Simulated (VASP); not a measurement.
Here is a VASP 6.6.1 calculation.

INCAR

```
PREC     = Accurate       # precision mode
ENCUT    = 520            # plane-wave cutoff, eV
EDIFF    = 1E-6           # SCF threshold, eV
ISMEAR   = 0              # smearing method
SIGMA    = 0.15           # smearing width, eV
LREAL    = Auto         
LASPH    = T              # aspherical terms in the spheres
NELM     = 80             # most SCF steps
ALGO     = Normal         # electronic algorithm
ISIF     = 2              # what is computed and relaxed
LWAVE    = F              # write WAVECAR
LCHARG   = F              # write CHGCAR
GGA      = PE             # functional
NBANDS   = 44             # bands
```

KPOINTS

```
regular mesh
0
Gamma
  3 2 1
```

POSCAR

```
Al18Si
1.0
    5.7275650000      0.0000000000      0.0000000000
    4.2956740000      7.4403250000      0.0000000000
    0.0000000000      0.0000000000     16.6765370000
Al Si
18 1
Direct
    0.1666665958      0.1111111410      0.0599644878
    0.6666666831      0.1111111410      0.0599644878
    0.1666667458      0.4444444295      0.0599644878
    0.6666666585      0.4444444295      0.0599644878
    0.1666666204      0.7777778524      0.0599644878
    0.6666667077      0.7777778524      0.0599644878
   -0.1650147030      0.2194264363      0.2003445320
    0.3340554058      0.2216201577      0.2002455306
   -0.1668026422      0.5551713131      0.1989926326
    0.3375130856      0.5516638050      0.2003550857
   -0.1701423482      0.8901053381      0.1997061500
    0.3367471022      0.8872361086      0.1996063092
   -0.0027400248      0.0002713591      0.3435134045
    0.5017953383      0.0013328719      0.3435161029
    0.0204675928      0.3080356033      0.3390972598
    0.5062375737      0.3261766119      0.3451867735
    0.0110335090      0.6744710749      0.3383868605
    0.4739830239      0.6786405164      0.3382716688
    0.8346302867      0.5512144967      0.4403875937
```

Potentials or basis: VASP PAW PBE potentials, release 64 (Al, Si).

Command:

```sh
$ cat potpaw_PBE.64/Al/POTCAR potpaw_PBE.64/Si/POTCAR > POTCAR
$ mpirun -np 1 vasp_std > vasp.out
```

Question: Estimate the band gap on the k mesh.

Answer: Zero (bands 29 and 30 overlap by 0.73 eV).

Question: Estimate the largest force.

Answer: 0.172 eV/Å.

Forces on the atoms (eV/Å):
```
Al  -0.080  0.144 -0.051
Al   0.073  0.004 -0.065
Al  -0.058  0.022  0.005
Al   0.062 -0.051  0.023
Al  -0.076 -0.048  0.037
Al   0.078 -0.075  0.031
Al   0.008  0.006  0.009
Al  -0.007  0.010  0.005
Al   0.002 -0.002 -0.004
Al  -0.003 -0.005  0.007
Al   0.002 -0.004  0.017
Al   0.000 -0.003  0.009
Al   0.000  0.006 -0.017
Al  -0.001  0.002 -0.009
Al   0.003 -0.001  0.006
Al  -0.008  0.004  0.001
Al   0.001 -0.002 -0.003
Al  -0.003 -0.002  0.003
Si   0.010 -0.004 -0.004
```

Caveat: the k points lie up to 0.42 Å⁻¹ apart, too coarse for converged energies and pressures of a metal.
